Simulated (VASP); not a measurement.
Ti: single point with PBE

Crystal: Ti.

```
CELL_PARAMETERS angstrom
2.95000 0.00000 0.00000
-1.47500 2.55477 0.00000
0.00000 0.00000 4.68000
ATOMIC_POSITIONS crystal
Ti 0.33333 0.66667 0.25000
Ti 0.66667 0.33333 0.75000
```

```yaml
Program: VASP 6.6.1
Task: single point
Functional: PBE
Potentials_or_basis: VASP PAW PBE potentials, release 64 (Ti_sv)
Cutoff: 520 eV
k_mesh: 13 × 13 × 7
Occupations: fermi-dirac, width 0.05 eV
Spin: collinear spin, ferromagnetic start
Starting_moments: "[0.5, 0.5] μB"
Fixed_moment: 1 μB
Dipole_correction: no
Further_INCAR_settings: ALGO = Normal; EDIFF = 1e-07; NBANDS = 23
```

| Item | Value |
| --- | --- |
| Pressure | -0.8 GPa |
| Net moment | 1.00 μB per cell |
| Site moments | Ti +0.36 μB |
| Valence electrons inside the program's atomic spheres | Ti 10.24 |

Stress tensor (GPa, compression positive):
```
-1.02  0.00  0.00
 0.00 -1.02  0.00
 0.00  0.00 -0.35
```

Run time: 5 min on 1 thread of AMD EPYC 7R13, on a shared host, peak memory 0.2 GiB.

Caveat: the total moment is fixed, so each spin has its own Fermi level.
